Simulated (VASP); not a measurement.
# ZrB2 (R-3m) in VASP: relaxation of cell and atoms with PBE

Aim: the relaxation of cell and atoms of ZrB2 with PBE.

Program: VASP 6.6.1. These are calculated values, not measurements. Logs are shortened: lines on timing, memory, paths and dates and some standing lists are left out, and cuts for length are marked.

## Step 1: The cell of the first run

The structure is trigonal, space group R-3m (No. 166). Conventional cell: a = 3.979 Å, b = 3.979 Å, c = 16.087 Å, α = 90.00°, β = 90.00°, γ = 120.00°. Zr (site symmetry 3m) has 10 B at 2.31 to 2.70 Å within 3.0 Å. Within 3.3 Å of B (site symmetry -3m) lie 6 B at 2.53 Å and 6 Zr at 2.62 Å. B (site symmetry -3m) has 2 B at 1.62 Å within 2.2 Å. Within 2.2 Å of B (site symmetry 3m) lie 1 B at 1.62 Å.

The cell was generated, and may not be a known phase.

## Step 2: Relaxation of cell and atoms, PBE

File INCAR:

```
SYSTEM = ZrB2
ALGO = Normal
EDIFF = 1E-7
EDIFFG = -0.01
ENCUT = 600
GGA = PE
IBRION = 2
ISIF = 3
ISMEAR = 0
LASPH = .True.
LCHARG = .False.
LREAL = .False.
LWAVE = .False.
NELM = 80
NSW = 100
PREC = Accurate
SIGMA = 0.1
```

File KPOINTS:

```
k-points
0
Gamma
  12 12 12
  0 0 0
```

File POSCAR:

```
ZrB2
1.0
    1.9892750268      1.1485084722      5.3623905145
   -1.9892750268      1.1485084722      5.3623905145
    0.0000000000     -2.2970169445      5.3623905145
Zr B
2 4
Direct
    0.2452158269      0.2452158269      0.2452158269
    0.7547841731      0.7547841731      0.7547841731
    0.5000000000      0.5000000000      0.5000000000
    0.0000000000      0.0000000000      0.0000000000
    0.1006334765      0.1006334765      0.1006334765
    0.8993665235      0.8993665235      0.8993665235
```

Potentials or basis: VASP PAW PBE potentials, release 64 (Zr_sv, B).

Run with:

```
$ cat potpaw_PBE.64/Zr_sv/POTCAR potpaw_PBE.64/B/POTCAR > POTCAR
$ mpirun -np 1 vasp_std > vasp.out
```

OUTCAR:

```text
SYSTEM = ZrB2
   EDIFF = 1E-7
   EDIFFG = -0.01
   ENCUT = 600
   GGA = PE
   IBRION = 2
   ISIF = 3
   ISMEAR = 0
   LASPH = .True.
   LREAL = .False.
   NELM = 80
   NSW = 100
   PREC = Accurate

 ion  position               nearest neighbor table
   1  0.245  0.245  0.245-   6 2.31   6 2.31   6 2.31   5 2.33   3 2.62   3 2.62   3 2.62   4 2.70
                             4 2.70   4 2.70   2 3.42   2 3.42   2 3.42   2 3.65   2 3.65   2 3.65
   2  0.755  0.755  0.755-   5 2.31   5 2.31   5 2.31   6 2.33   3 2.62   3 2.62   3 2.62   4 2.70
                             4 2.70   4 2.70   1 3.42   1 3.42   1 3.42   1 3.65   1 3.65   1 3.65
   3  0.500  0.500  0.500-   1 2.62   1 2.62   2 2.62   2 2.62   1 2.62   2 2.62
   4  0.000  0.000  0.000-   5 1.62   6 1.62   2 2.70   2 2.70   1 2.70   1 2.70   2 2.70   1 2.70

   5  0.101  0.101  0.101-   4 1.62   2 2.31   2 2.31   2 2.31   1 2.33
   6  0.899  0.899  0.899-   4 1.62   1 2.31   1 2.31   1 2.31   2 2.33

  LATTYP: Found a trigonal (rhomboedric) cell.
 ALAT       =     5.8336539898
 COS(alpha) =     0.7674382300

  Lattice vectors:

 A1 = (   1.9892750268,   1.1485084722,   5.3623905145)
 A2 = (  -1.9892750268,   1.1485084722,   5.3623905145)
 A3 = (   0.0000000000,  -2.2970169445,   5.3623905145)

Analysis of symmetry for initial positions (statically):
=====================================================================
 Subroutine PRICEL returns:
 Original cell was already a primitive cell.

 Routine SETGRP: Setting up the symmetry group for a
 trigonal (rhombohedral) supercell.

 Subroutine GETGRP returns: Found 12 space group operations
 (whereof 12 operations were pure point group operations)
 out of a pool of 12 trial point group operations.

The static configuration has the point symmetry D_3d.

Analysis of symmetry for dynamics (positions and initial velocities):
=====================================================================
 Subroutine PRICEL returns:
 Original cell was already a primitive cell.

 Routine SETGRP: Setting up the symmetry group for a
 trigonal (rhombohedral) supercell.

 Subroutine GETGRP returns: Found 12 space group operations
 (whereof 12 operations were pure point group operations)
 out of a pool of 12 trial point group operations.

The dynamic configuration has the point symmetry D_3d.

 Subroutine INISYM returns: Found 12 space group operations
 (whereof 12 operations are pure point group operations),
 and found     1 'primitive' translations

----------------------------------------------------------------------------------------

                                     Primitive cell

  volume of cell :      73.5087

  direct lattice vectors                    reciprocal lattice vectors
     1.989275027  1.148508472  5.362390515     0.251347849  0.145115749  0.062161331
    -1.989275027  1.148508472  5.362390515    -0.251347849  0.145115749  0.062161331
     0.000000000 -2.297016945  5.362390515     0.000000000 -0.290231497  0.062161331

  length of vectors
     5.833653990  5.833653990  5.833653990     0.296813667  0.296813667  0.296813667

  position of ions in fractional coordinates (direct lattice)
     0.245215827  0.245215827  0.245215827
     0.754784173  0.754784173  0.754784173
     0.500000000  0.500000000  0.500000000
     0.000000000  0.000000000  0.000000000
     0.100633477  0.100633477  0.100633477
     0.899366523  0.899366523  0.899366523

  ion indices of the primitive-cell ions
   primitive index   ion index
                 1           1
                 2           2
                 3           3
                 4           4
                 5           5
                 6           6

----------------------------------------------------------------------------------------

 KPOINTS: k-points

Automatic generation of k-mesh.
 Grid dimensions read from file:
 generate k-points for:   12   12   12

 Generating k-lattice:

  Cartesian coordinates                     Fractional coordinates (reciprocal lattice)
     0.020945654  0.012092979  0.005180111     0.083333333 -0.000000000  0.000000000
    -0.020945654  0.012092979  0.005180111    -0.000000000  0.083333333  0.000000000
     0.000000000 -0.024185958  0.005180111     0.000000000  0.000000000  0.083333333

  Length of vectors
     0.024734472  0.024734472  0.024734472

  Shift w.r.t. Gamma in fractional coordinates (k-lattice)
     0.000000000  0.000000000  0.000000000

 Subroutine IBZKPT returns following result:
 ===========================================

 Found    189 irreducible k-points:

 Following reciprocal coordinates:
            Coordinates               Weight
  0.000000  0.000000  0.000000      1.000000
  0.083333  0.000000  0.000000      6.000000
  0.166667 -0.000000  0.000000      6.000000
  0.250000  0.000000  0.000000      6.000000
  0.333333  0.000000  0.000000      6.000000
  0.416667  0.000000  0.000000      6.000000
[... 16 lines left out ...]
  0.500000  0.166667  0.000000     12.000000
 -0.416667  0.166667 -0.000000     12.000000
 [... further k-points ...]
   k-points           NKPTS =    189   k-points in BZ     NKDIM =    189   number of bands    NBANDS=     22
   number of dos      NEDOS =    301   number of ions     NIONS =      6
   total plane-waves  NPLWV = 110592
   dimension x,y,z NGX =    48 NGY =   48 NGZ =   48
   dimension x,y,z NGXF=    96 NGYF=   96 NGZF=   96
   ions per type =               2   4
   NGX,Y,Z   is equivalent  to a cutoff of  13.68, 13.68, 13.68 a.u.
   NGXF,Y,Z  is equivalent  to a cutoff of  27.36, 27.36, 27.36 a.u.
 SYSTEM =  ZrB2
   PREC   = accura    normal or accurate (medium, high low for compatibility)
   ISTART =      0    job   : 0-new  1-cont  2-samecut
   ICHARG =      2    charge: 1-file 2-atom 10-const
   ISPIN  =      1    spin polarized calculation?
   LNONCOLLINEAR =      F non collinear calculations
   LSORBIT =      F    spin-orbit coupling
   LASPH  =      T    aspherical Exc in radial PAW
   ENCUT  =  600.0 eV  44.10 Ry    6.64 a.u.  11.65 11.65 11.65*2*pi/ulx,y,z
   NELM   =     80;   NELMIN=  2; NELMDL= -5     # of ELM steps
   EDIFF  = 0.1E-06   stopping-criterion for ELM
   LREAL  =      F    real-space projection
   EDIFFG = -.1E-01   stopping-criterion for IOM
   NSW    =    100    number of steps for IOM
   IBRION =      2    ionic relax: 0-MD 1-quasi-New 2-CG
   NFREE  =      1    steps in history (QN), initial steepest desc. (CG)
   ISIF   =      3    stress and relaxation
   ISYM   =      2    0-nonsym 1-usesym 2-fastsym
   POTIM  = 0.5000    time-step for ionic-motion
   TEBEG  =    0.0;   TEEND  =   0.0 temperature during run
   PSTRESS=    0.0 pullay stress
   NELECT =      36.0000    total number of electrons
   NUPDOWN=      -1.0000    fix difference up-down
   EMIN   =  10.00;   EMAX   =-10.00  energy-range for DOS
   EFERMI =   0.00;   METHOD = LEGACY
   ISMEAR =     0;   SIGMA  =   0.10  broadening in eV -4-tet -1-fermi 0-gaus
   EFERMI_NEDOS =   21; number of points for ismear=-14 and -15
   IALGO  =     38    algorithm
   IMIX   =      4    mixing-type and parameters
     AMIX     =   0.40;   BMIX     =  1.00
     AMIX_MAG =   1.60;   BMIX_MAG =  1.00
  volume/ion in A,a.u.               =      12.25        82.68
  Fermi-wavevector in a.u.,A,eV,Ry     =   1.290415  2.438531 22.656027  1.665171
  Thomas-Fermi vector in A             =   2.422248
   LORBIT       =      0    0 simple, 1 ext, 2 COOP (PROOUT), +10 PAW based schemes
   GGA     = PE    functional components
   LHFCALC =     F    Hartree Fock is set to
   AEXX    =    0.0000 exact exchange contribution
   IVDW    =     0    specifies the selected vdW correction
   LEPSILON=     F    determine dielectric tensor
   LRPA    =     F    only Hartree local field effects (RPA)
 conjugate gradient relaxation of ions
 non-spin polarized calculation
 Gauss-broadening in eV      SIGMA  =   0.10
  energy-cutoff  :      600.00
  volume of cell :       73.51
 maximum number of plane-waves:      2476
   NGX = 23   NGY = 23   NGZ = 23

--------------------------------------- Ionic step        1  -------------------------------------------

 number of electron      36.0000000 magnetization

 Free energy of the ion-electron system (eV)
  ---------------------------------------------------
  ext. energy  EPLUGINS =         0.00000000
  ---------------------------------------------------
  free energy    TOTEN  =       -43.17446273 eV

  energy without entropy =      -43.16291291  energy(sigma->0) =      -43.16868782

------------------------ aborting loop because EDIFF is reached ----------------------------------------

  FORCE on cell =-STRESS in cart. coord.  units (eV):
  Direction    XX          YY          ZZ          XY          YZ          ZX
  --------------------------------------------------------------------------------------
  -------------------------------------------------------------------------------------
  Total        0.1075290      0.1075290     -0.0058452      0.0000000      0.0000000      0.0000000
  in kB        2.3436764      2.3436764     -0.1274012      0.0000000      0.0000000      0.0000000
  external PRESSURE =       1.5199839 kB  Pullay stress =       0.0000000 kB
[... 185 lines left out ...]
  energy  without entropy=      -43.1629259543  energy(sigma->0) =      -43.16879446

--------------------------------------- Ionic step        6  -------------------------------------------

 number of electron      36.0000000 magnetization

 Free energy of the ion-electron system (eV)
  ---------------------------------------------------
  ext. energy  EPLUGINS =         0.00000000
  ---------------------------------------------------
  free energy    TOTEN  =       -43.17468359 eV

  energy without entropy =      -43.16296488  energy(sigma->0) =      -43.16882423

 E-fermi :   8.3629     XC(G=0): -11.4623

 val. band max:        8.3591878502   @ k =  -0.3333   0.5000   0.1667
 cond. band min:       8.3700545228   @ k =  -0.3333   0.4167   0.1667
 fundamental gap:      0.0108666725
 Fermi energy:         8.3628964404

 k-point     1 :       0.0000    0.0000    0.0000
  band No.  band energies     occupation
      1     -40.4401      2.00000
      2     -40.3869      2.00000
      3     -18.7445      2.00000
      4     -18.5838      2.00000
      5     -18.5838      2.00000
      6     -18.4828      2.00000
[... 574 lines left out ...]
      6     -18.5600      2.00000
[... 14 lines left out ...]
     21       9.6054      0.00000
     22      10.1725      0.00000

 [... further k-points ...]

------------------------ aborting loop because EDIFF is reached ----------------------------------------

  FORCE on cell =-STRESS in cart. coord.  units (eV):
  Direction    XX          YY          ZZ          XY          YZ          ZX
  --------------------------------------------------------------------------------------
  -------------------------------------------------------------------------------------
  Total       -0.0027542     -0.0027542     -0.0076963      0.0000000      0.0000000      0.0000000
  in kB       -0.0598897     -0.0598897     -0.1673565      0.0000000      0.0000000      0.0000000
  external PRESSURE =      -0.0957120 kB  Pullay stress =       0.0000000 kB
[... 21 lines left out ...]
  FREE ENERGIE OF THE ION-ELECTRON SYSTEM (eV)
  ---------------------------------------------------
  free  energy   TOTEN  =       -43.1746835889 eV

  energy  without entropy=      -43.1629648790  energy(sigma->0) =      -43.16882423

 reached required accuracy - stopping structural energy minimisation
```

Wall time 26 min (1 thread of Intel Xeon 6975P-C (Granite Rapids), shared host); peak memory 0.59 GiB.

Results:

```yaml
Free_energy: -43.1747 eV
Relaxed_volume: 12.28 Å³/atom
Relaxed_cell: a = 5.837 Å, b = 5.837 Å, c = 5.837 Å, α = 39.90°, β = 39.90°, γ = 39.90°
Space_group_after_relaxing_to_0.1_Å: R-3m (No. 166)
Energy_gained_by_relaxing: 0.0 meV/atom
Ionic_steps: 6
Pressure_after_relaxing: 0.0 GPa
Band_gap_on_the_k_mesh: zero (bands 18 and 19 overlap by 1.06 eV)
```

The path:
```csv
step,energy change (eV),largest force (eV/Å),pressure (GPa),volume (Å³)
1,0.0000,0.0307,0.15,73.51
2,-0.0002,0.0174,-0.02,73.63
3,-0.0002,0.0178,-0.05,73.65
4,-0.0002,0.0050,0.04,73.64
5,-0.0002,0.0035,0.05,73.64
6,-0.0002,0.0015,-0.01,73.68
```

Final structure:
```
Zr B
1.0
     1.99119    1.14962    5.36456
    -1.99119    1.14962    5.36456
     0.00000   -2.29923    5.36456
Zr B
2 4
Direct
  0.24498 0.24498 0.24498
  0.75502 0.75502 0.75502
  0.50000 0.50000 0.50000
  0.00000 0.00000 0.00000
  0.10052 0.10052 0.10052
  0.89948 0.89948 0.89948
```

Levels at points of the mesh, in eV from the Fermi level:
| k point | band 15 | band 16 | band 17 | band 18 | band 19 | band 20 | band 21 | band 22 |
| --- | --- | --- | --- | --- | --- | --- | --- | --- |
| (0.00, 0.00, 0.00) | -3.14 | -1.98 | -0.67 | 0.57 | 0.82 | 0.82 | 1.07 | 1.07 |
| (0.50, 0.00, 0.00) | -3.36 | -2.70 | -2.34 | 0.30 | 0.31 | 0.35 | 1.25 | 1.39 |
| (0.50, 0.50, 0.00) | -3.49 | -2.25 | -0.30 | -0.11 | 0.14 | 0.17 | 0.77 | 2.15 |
| (0.50, 0.50, 0.50) | -3.85 | -3.85 | -1.05 | -0.33 | -0.33 | 0.20 | 1.09 | 1.09 |
